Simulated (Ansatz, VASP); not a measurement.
## Cd8S9 in VASP and in Ansatz

```
CELL_PARAMETERS angstrom
-4.13480 -7.16168 0.00000
6.20220 -3.58084 0.00000
0.00000 0.00000 6.74900
ATOMIC_POSITIONS crystal
Cd 0.51597 0.33542 0.00934
Cd 0.45455 0.68146 0.50999
Cd 0.24885 0.82264 0.03451
Cd 0.23590 0.19228 0.51484
Cd 0.03665 0.28106 0.01576
Cd 0.94067 0.68915 0.43437
Cd 0.71438 0.86333 0.99139
Cd 0.73487 0.18965 0.50500
S 0.48378 0.35339 0.37999
S 0.48644 0.65795 0.87700
S 0.20573 0.85515 0.39334
S 0.28654 0.13309 0.87661
S 0.98666 0.34294 0.37103
S 0.10852 0.57962 0.83470
S 0.68885 0.86808 0.35769
S 0.76632 0.18086 0.87463
S 0.86105 0.62412 0.79145
```

Alike in both runs: functional PBE; dispersion D3(BJ); k mesh 2 × 2 × 2; occupations fermi-dirac, width 0.05 eV; no spin polarisation.

Ansatz relaxed the structure, and its values are those at the end. VASP's run is a single point on that final structure, the one shown.

|  | VASP | Ansatz |
| --- | --- | --- |
| version | VASP 6.6.1 | Ansatz 0.2.0 |
| potentials or method | VASP PAW PBE potentials, release 64 (Cd, S), cutoff 520 eV | scalar-relativistic, plane waves, PAW |
| valence electrons in the cell | 150 | 214 |

Ansatz gave:

```
rms of the force components (eV/Å) : 0.011
```

Task: Estimate VASP's values.

Result: rms of the force components (eV/Å): 0.028.

VASP's potentials hold 150 valence electrons a cell and Ansatz's 214, so a difference there can come from the potentials and not from the codes.

The k mesh is coarse, so the values compare programs but aren't converged.
